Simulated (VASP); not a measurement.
# RbAl4Cl (P-6m2) in VASP: relaxation of cell and atoms with PBE

Aim: the relaxation of cell and atoms of RbAl4Cl with PBE.

All numbers are computed with VASP 6.6.1; they aren't measurements. Logs are shortened: lines on timing, memory, paths and dates and some standing lists are left out, and cuts for length are marked.

### Step 1. The cell of the first run

The structure is hexagonal, space group P-6m2 (No. 187). The conventional cell has a = 5.792 Å, b = 5.792 Å, c = 5.031 Å, α = 90.00°, β = 90.00°, γ = 120.00°. Within 4.4 Å of Rb (site symmetry -6m2) lie 15 Al at 3.34 to 3.84 Å and 3 Cl at 3.34 Å. Within 4.0 Å of Al (site symmetry -6m2) lie 6 Al at 3.03 Å and 3 Rb at 3.34 Å and 3 Cl at 3.34 Å. Within 3.9 Å of Al (site symmetry mm2) lie 6 Al at 2.88 to 3.03 Å and 2 Cl at 3.01 Å and 4 Rb at 3.84 Å. Cl (site symmetry -6m2) has 9 Al at 3.01 to 3.34 Å and 3 Rb at 3.34 Å within 4.0 Å.

The cell was built from a structure type or drawn by symmetry, and may not be a known phase.

### Step 2. Relaxation of cell and atoms, PBE

Contents of INCAR:

```
PREC = Accurate ; ENCUT = 600
EDIFF = 1E-6 ; ISMEAR = 0
SIGMA = 0.1 ; LREAL = False
LASPH = True ; NELM = 100
ALGO = Normal ; ISIF = 3
LWAVE = False ; LCHARG = False
GGA = PE ; IBRION = 2
NSW = 100 ; EDIFFG = -0.01
```

Contents of KPOINTS:

```
regular mesh
0
Gamma
  6 6 8
```

Contents of POSCAR:

```
RbAl4Cl
1.0
    5.7918235982      0.0000000000      0.0000000000
   -2.8959117991      5.0158663703      0.0000000000
    0.0000000000      0.0000000000      5.0310166377
Rb Al Cl
1 4 1
Direct
    0.3333333333      0.6666666667      0.0000000000
    0.0000000000      0.0000000000      0.0000000000
    0.3353071459      0.1676535730      0.5000000000
    0.8323464270      0.1676535730      0.5000000000
    0.8323464270      0.6646928541      0.5000000000
    0.6666666667      0.3333333333      0.0000000000
```

Potentials or basis: VASP PAW PBE potentials, release 64 (Rb_sv, Al, Cl).

Started as:

```bash
cat potpaw_PBE.64/Rb_sv/POTCAR potpaw_PBE.64/Al/POTCAR potpaw_PBE.64/Cl/POTCAR > POTCAR
mpirun -np 1 vasp_std > vasp.out
```

OUTCAR:

```text
PREC = Accurate
   ENCUT = 600
   EDIFF = 1E-6
   ISMEAR = 0
   LREAL = False
   LASPH = True
   NELM = 100
   ISIF = 3
   GGA = PE
   IBRION = 2
   NSW = 100
   EDIFFG = -0.01

 ion  position               nearest neighbor table
   1  0.333  0.667  0.000-   2 3.34   6 3.34   6 3.34   2 3.34   2 3.34   6 3.34   5 3.84   5 3.84
                             5 3.84   5 3.84   4 3.84   4 3.84   3 3.84   3 3.84   3 3.84   3 3.84
   2  0.000  0.000  0.000-   3 3.03   3 3.03   5 3.03   5 3.03   4 3.03   4 3.03   1 3.34   1 3.34
                             1 3.34
   3  0.335  0.168  0.500-   4 2.88   5 2.88   4 2.91   5 2.91   6 3.01   6 3.01   2 3.03   2 3.03
                             1 3.84   1 3.84   1 3.84   1 3.84
   4  0.832  0.168  0.500-   3 2.88   5 2.88   3 2.91   5 2.91   6 3.01   6 3.01   2 3.03   2 3.03
                             1 3.84   1 3.84   1 3.84   1 3.84
   5  0.832  0.665  0.500-   3 2.88   4 2.88   3 2.91   4 2.91   6 3.01   6 3.01   2 3.03   2 3.03
                             1 3.84   1 3.84   1 3.84   1 3.84
   6  0.667  0.333  0.000-   4 3.01   4 3.01   3 3.01   3 3.01   5 3.01   5 3.01   1 3.34   1 3.34
                             1 3.34

  LATTYP: Found a hexagonal cell.
 ALAT       =     5.7918235982
 C/A-ratio  =     0.8686412064

  Lattice vectors:

 A1 = (   5.7918235982,   0.0000000000,   0.0000000000)
 A2 = (  -2.8959117991,   5.0158663703,   0.0000000000)
 A3 = (   0.0000000000,   0.0000000000,   5.0310166377)

Analysis of symmetry for initial positions (statically):
=====================================================================
 Subroutine PRICEL returns:
 Original cell was already a primitive cell.

 Routine SETGRP: Setting up the symmetry group for a
 hexagonal supercell.

 Subroutine GETGRP returns: Found 12 space group operations
 (whereof 12 operations were pure point group operations)
 out of a pool of 24 trial point group operations.

The static configuration has the point symmetry D_3h.

Analysis of symmetry for dynamics (positions and initial velocities):
=====================================================================
 Subroutine PRICEL returns:
 Original cell was already a primitive cell.

 Routine SETGRP: Setting up the symmetry group for a
 hexagonal supercell.

 Subroutine GETGRP returns: Found 12 space group operations
 (whereof 12 operations were pure point group operations)
 out of a pool of 24 trial point group operations.

The dynamic configuration has the point symmetry D_3h.

 Subroutine INISYM returns: Found 12 space group operations
 (whereof 12 operations are pure point group operations),
 and found     1 'primitive' translations

----------------------------------------------------------------------------------------

                                     Primitive cell

  volume of cell :     146.1561

  direct lattice vectors                    reciprocal lattice vectors
     5.791823598  0.000000000  0.000000000     0.172657192  0.099683676  0.000000000
    -2.895911799  5.015866370  0.000000000     0.000000000  0.199367353  0.000000000
     0.000000000  0.000000000  5.031016638     0.000000000  0.000000000  0.198766983

  length of vectors
     5.791823598  5.791823598  5.031016638     0.199367353  0.199367353  0.198766983

  position of ions in fractional coordinates (direct lattice)
     0.333333333  0.666666667  0.000000000
     0.000000000  0.000000000  0.000000000
     0.335307146  0.167653573  0.500000000
     0.832346427  0.167653573  0.500000000
     0.832346427  0.664692854  0.500000000
     0.666666667  0.333333333  0.000000000

  ion indices of the primitive-cell ions
   primitive index   ion index
                 1           1
                 2           2
                 3           3
                 4           4
                 5           5
                 6           6

----------------------------------------------------------------------------------------

 KPOINTS: regular mesh

Automatic generation of k-mesh.
 Grid dimensions read from file:
 generate k-points for:    6    6    8

 Generating k-lattice:

  Cartesian coordinates                     Fractional coordinates (reciprocal lattice)
     0.028776199  0.016613946  0.000000000     0.166666667  0.000000000  0.000000000
     0.000000000  0.033227892  0.000000000     0.000000000  0.166666667  0.000000000
     0.000000000  0.000000000  0.024845873     0.000000000  0.000000000  0.125000000

  Length of vectors
     0.033227892  0.033227892  0.024845873

  Shift w.r.t. Gamma in fractional coordinates (k-lattice)
     0.000000000  0.000000000  0.000000000

 Subroutine IBZKPT returns following result:
 ===========================================

 Found     35 irreducible k-points:

 Following reciprocal coordinates:
            Coordinates               Weight
  0.000000  0.000000  0.000000      1.000000
  0.166667 -0.000000  0.000000      6.000000
  0.333333 -0.000000  0.000000      6.000000
  0.500000 -0.000000  0.000000      3.000000
  0.166667  0.166667  0.000000      6.000000
  0.333333  0.166667  0.000000     12.000000
[... 16 lines left out ...]
  0.166667 -0.000000  0.375000     12.000000
  0.333333 -0.000000  0.375000     12.000000
 [... further k-points ...]
   k-points           NKPTS =     35   k-points in BZ     NKDIM =     35   number of bands    NBANDS=     18
   number of dos      NEDOS =    301   number of ions     NIONS =      6
   total plane-waves  NPLWV =  92160
   dimension x,y,z NGX =    48 NGY =   48 NGZ =   40
   dimension x,y,z NGXF=    96 NGYF=   96 NGZF=   80
   ions per type =               1   4   1
   NGX,Y,Z   is equivalent  to a cutoff of  13.78, 13.78, 13.22 a.u.
   NGXF,Y,Z  is equivalent  to a cutoff of  27.56, 27.56, 26.44 a.u.
 SYSTEM =  unknown system
   PREC   = accura    normal or accurate (medium, high low for compatibility)
   ISTART =      0    job   : 0-new  1-cont  2-samecut
   ICHARG =      2    charge: 1-file 2-atom 10-const
   ISPIN  =      1    spin polarized calculation?
   LNONCOLLINEAR =      F non collinear calculations
   LSORBIT =      F    spin-orbit coupling
   LASPH  =      T    aspherical Exc in radial PAW
   ENCUT  =  600.0 eV  44.10 Ry    6.64 a.u.  11.57 11.57 10.05*2*pi/ulx,y,z
   NELM   =    100;   NELMIN=  2; NELMDL= -5     # of ELM steps
   EDIFF  = 0.1E-05   stopping-criterion for ELM
   LREAL  =      F    real-space projection
   EDIFFG = -.1E-01   stopping-criterion for IOM
   NSW    =    100    number of steps for IOM
   IBRION =      2    ionic relax: 0-MD 1-quasi-New 2-CG
   NFREE  =      1    steps in history (QN), initial steepest desc. (CG)
   ISIF   =      3    stress and relaxation
   ISYM   =      2    0-nonsym 1-usesym 2-fastsym
   POTIM  = 0.5000    time-step for ionic-motion
   TEBEG  =    0.0;   TEEND  =   0.0 temperature during run
   PSTRESS=    0.0 pullay stress
   NELECT =      28.0000    total number of electrons
   NUPDOWN=      -1.0000    fix difference up-down
   EMIN   =  10.00;   EMAX   =-10.00  energy-range for DOS
   EFERMI =   0.00;   METHOD = LEGACY
   ISMEAR =     0;   SIGMA  =   0.10  broadening in eV -4-tet -1-fermi 0-gaus
   EFERMI_NEDOS =   21; number of points for ismear=-14 and -15
   IALGO  =     38    algorithm
   IMIX   =      4    mixing-type and parameters
     AMIX     =   0.40;   BMIX     =  1.00
     AMIX_MAG =   1.60;   BMIX_MAG =  1.00
  volume/ion in A,a.u.               =      24.36       164.39
  Fermi-wavevector in a.u.,A,eV,Ry     =   0.943746  1.783422 12.118120  0.890657
  Thomas-Fermi vector in A             =   2.071483
   LORBIT       =      0    0 simple, 1 ext, 2 COOP (PROOUT), +10 PAW based schemes
   GGA     = PE    functional components
   LHFCALC =     F    Hartree Fock is set to
   AEXX    =    0.0000 exact exchange contribution
   IVDW    =     0    specifies the selected vdW correction
   LEPSILON=     F    determine dielectric tensor
   LRPA    =     F    only Hartree local field effects (RPA)
 conjugate gradient relaxation of ions
 non-spin polarized calculation
 Gauss-broadening in eV      SIGMA  =   0.10
  energy-cutoff  :      600.00
  volume of cell :      146.16
 maximum number of plane-waves:      4916
 NGX is ok and might be reduce to    48
   NGX = 23   NGY = 23   NGZ = 21

--------------------------------------- Ionic step        1  -------------------------------------------

 number of electron      28.0000000 magnetization

 Free energy of the ion-electron system (eV)
  ---------------------------------------------------
  ext. energy  EPLUGINS =         0.00000000
  ---------------------------------------------------
  free energy    TOTEN  =       -17.11192947 eV

  energy without entropy =      -17.10397019  energy(sigma->0) =      -17.10794983

 E-fermi :   4.2976     XC(G=0):  -8.9079

 val. band max:        4.2856574770   @ k =   0.3333   0.3333   0.3750
 cond. band min:       4.3516731999   @ k =   0.3333  -0.0000   0.2500
 fundamental gap:      0.0660157230
 Fermi energy:         4.2975686444

 k-point     1 :       0.0000    0.0000    0.0000
  band No.  band energies     occupation
      1     -22.8918      2.00000
      2     -11.9949      2.00000
      3      -7.1733      2.00000
      4      -7.1733      2.00000
      5      -7.0168      2.00000
      6      -3.4326      2.00000
[... 10 lines left out ...]
     17       6.3264      0.00000
     18       6.5130      0.00000
[... 466 lines left out ...]
      2     -11.9758      2.00000
      3      -7.1827      2.00000
      4      -7.1517      2.00000
      5      -7.0918      2.00000
      6      -3.1923      2.00000
[... 10 lines left out ...]
     17       5.5922      0.00000
     18       7.1488      0.00000

 [... further k-points ...]

------------------------ aborting loop because EDIFF is reached ----------------------------------------

  FORCE on cell =-STRESS in cart. coord.  units (eV):
  Direction    XX          YY          ZZ          XY          YZ          ZX
  --------------------------------------------------------------------------------------
  -------------------------------------------------------------------------------------
  Total        0.2588566      0.2588566      0.5958043      0.0000000     -0.0000000      0.0000000
  in kB        2.8376105      2.8376105      6.5312631      0.0000000     -0.0000000      0.0000000
  external PRESSURE =       4.0688280 kB  Pullay stress =       0.0000000 kB
[... 305 lines left out ...]
  energy  without entropy=      -17.1078632153  energy(sigma->0) =      -17.11187676

--------------------------------------- Ionic step        9  -------------------------------------------

 number of electron      28.0000000 magnetization

 Free energy of the ion-electron system (eV)
  ---------------------------------------------------
  ext. energy  EPLUGINS =         0.00000000
  ---------------------------------------------------
  free energy    TOTEN  =       -17.11595124 eV

  energy without entropy =      -17.10790416  energy(sigma->0) =      -17.11192770

 E-fermi :   4.1831     XC(G=0):  -8.8544

 val. band max:        4.1788809823   @ k =   0.5000  -0.0000   0.1250
 cond. band min:       4.1850239510   @ k =   0.3333   0.3333   0.3750
 fundamental gap:      0.0061429686
 Fermi energy:         4.1830619462

 k-point     1 :       0.0000    0.0000    0.0000
  band No.  band energies     occupation
      1     -23.0155      2.00000
      2     -12.0358      2.00000
      3      -7.2903      2.00000
      4      -7.2903      2.00000
      5      -7.1407      2.00000
      6      -3.4910      2.00000
[... 10 lines left out ...]
     17       6.2450      0.00000
     18       6.4098      0.00000
[... 466 lines left out ...]
      2     -12.0210      2.00000
      3      -7.3005      2.00000
      4      -7.2692      2.00000
      5      -7.2061      2.00000
      6      -3.2291      2.00000
[... 10 lines left out ...]
     17       5.5035      0.00000
     18       6.8736      0.00000

 [... further k-points ...]

------------------------ aborting loop because EDIFF is reached ----------------------------------------

  FORCE on cell =-STRESS in cart. coord.  units (eV):
  Direction    XX          YY          ZZ          XY          YZ          ZX
  --------------------------------------------------------------------------------------
  -------------------------------------------------------------------------------------
  Total       -0.0045289     -0.0045289     -0.0081698      0.0000000     -0.0000000      0.0000000
  in kB       -0.0489497     -0.0489497     -0.0883010      0.0000000     -0.0000000      0.0000000
  external PRESSURE =      -0.0620668 kB  Pullay stress =       0.0000000 kB
[... 21 lines left out ...]
  FREE ENERGIE OF THE ION-ELECTRON SYSTEM (eV)
  ---------------------------------------------------
  free  energy   TOTEN  =       -17.1159512377 eV

  energy  without entropy=      -17.1079041584  energy(sigma->0) =      -17.11192770

 reached required accuracy - stopping structural energy minimisation
```

Wall time 4.8 min (1 thread of Intel Xeon 6975P-C (Granite Rapids), shared host); peak memory 0.37 GiB.

What came out:

```yaml
Free_energy: -17.1160 eV
Relaxed_volume: 24.71 Å³/atom
Relaxed_cell: a = 5.792 Å, b = 5.792 Å, c = 5.102 Å, α = 90.00°, β = 90.00°, γ = 120.00°
Space_group_after_relaxing_to_0.1_Å: P-6m2 (No. 187)
Energy_gained_by_relaxing: 0.7 meV/atom
Ionic_steps: 9
Pressure_after_relaxing: 0.0 GPa
Band_gap_on_the_k_mesh: zero (bands 14 and 15 overlap by 1.32 eV)
```

Step by step:
| step | energy change (eV) | largest force (eV/Å) | pressure (GPa) | volume (Å³) |
| --- | --- | --- | --- | --- |
| 1 | 0.0000 | 0.0285 | 0.41 | 146.16 |
| 2 | -0.0028 | 0.0125 | 0.12 | 147.47 |
| 3 | -0.0032 | 0.0012 | -0.08 | 148.43 |
| 4 | -0.0032 | 0.0026 | -0.06 | 148.31 |
| 5 | -0.0036 | 0.0061 | -0.04 | 148.25 |
| 6 | -0.0038 | 0.0181 | -0.01 | 148.16 |
| 7 | -0.0039 | 0.0233 | 0.01 | 148.12 |
| 8 | -0.0040 | 0.0145 | 0.00 | 148.17 |
| 9 | -0.0040 | 0.0013 | -0.01 | 148.24 |

Final structure:
```xyz
6
Lattice="5.7920 0.0000 0.0000 -2.8960 5.0160 0.0000 0.0000 0.0000 5.1023" Properties=species:S:1:pos:R:3 pbc="T T T"
Rb    0.0000    3.3440    0.0000
Al    5.7920    0.0000    0.0000
Al    1.4557    0.8405    2.5512
Al    4.3363    0.8405    2.5512
Al    2.8960    3.3351    2.5512
Cl    2.8960    1.6720    0.0000
```
